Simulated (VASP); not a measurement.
A run of VASP 6.6.1 is set up as follows.

File INCAR:

```
SYSTEM = GaN
  AGGAC = 1.0
  AGGAX = 1.0
  ALDAC = 0.0
  ALDAX = 1.0
  ALGO = Normal
  EDIFF = 1E-6
  ENCUT = 520
  GGA = B5
  ISIF = 2
  ISMEAR = 0
  LASPH = .True.
  LCHARG = .False.
  LREAL = .False.
  LWAVE = .False.
  NBANDS = 16
  NELM = 80
  PREC = Accurate
  SIGMA = 0.01
```

Contents of KPOINTS:

```
k-points
0
Gamma
  8 8 8
  0 0 0
```

Contents of POSCAR:

```
GaN
1.0
    0.0000000000      2.1352350000      2.1352350000
    2.1352350000      0.0000000000      2.1352350000
    2.1352350000      2.1352350000      0.0000000000
Ga N
1 1
Direct
    0.0000000000      0.0000000000      0.0000000000
    0.5000000000      0.5000000000      0.5000000000
```

Potentials or basis: VASP PAW PBE potentials, release 64 (Ga_d, N).

Launch:

```sh
$ cat potpaw_PBE.64/Ga_d/POTCAR potpaw_PBE.64/N/POTCAR > POTCAR
$ mpirun -np 1 vasp_std > vasp.out
```

Q: Predict the pressure.

A: 8.9 GPa.

Q: Predict the band gap on the k mesh.

A: 0.33 eV, indirect (least direct gap 2.43 eV).

Caveat: the PAW data sets were made with another functional, which shifts forces and pressure a little. A k mesh can miss the band edges.
